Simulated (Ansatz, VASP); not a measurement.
Si2W, level by level in two programs

```xyz
3
Lattice="-1.6069 1.6069 3.9150 1.6069 -1.6069 3.9150 1.6069 1.6069 -3.9150" Properties=species:S:1:pos:R:3 pbc="T T T"
W     0.0000    0.0000    0.0000
Si    0.0000    0.0000    5.2092
Si    0.0000    0.0000    2.6207
```

Single points on this cell with VASP 6.6.1 and Ansatz 0.2.0. Each row is one pair of runs. Alike in all rows: spin: off; k mesh: 12 × 12 × 12; VASP's potentials, cutoff: VASP PAW PBE potentials, release 64 (W_sv, Si), 520 eV; Ansatz's potentials, cutoff: Ansatz PAW, 420 eV.

```tsv
level	smearing	gap on the k mesh at the Fermi level (eV), VASP	gap on the k mesh at the Fermi level (eV), Ansatz	pressure (GPa), VASP	pressure (GPa), Ansatz	rms of the force components (eV/Å), VASP	rms of the force components (eV/Å), Ansatz
PBE	gaussian, width 0.026 eV	none	none	3.3	3.3	0.040	0.038
PBE	gaussian, width 0.027 eV	none	none	3.4	3.3	0.040	0.038
PBE	gaussian, width 0.028 eV	none	none	3.3	3.3	0.040	0.038
PBE	gaussian, width 0.013 eV	?	none	?	3.3	?	0.038
PBE	gaussian, width 0.015 eV	none	none	3.4	3.3	0.040	0.038
PBE	gaussian, width 0.016 eV	none	none	3.3	3.3	0.040	0.038
PBE	gaussian, width 0.018 eV	none	none	3.4	3.3	0.040	0.038
PBE	gaussian, width 0.019 eV	none	none	3.3	3.3	0.040	0.038
```

Q: Fill in what VASP gave in row 4.

A: gap on the k mesh at the Fermi level (eV): none; pressure (GPa): 3.4; rms of the force components (eV/Å): 0.040.

A gap of «none» marks a metal or a gap that the smearing closes.

Neither program's run includes spin-orbit coupling.
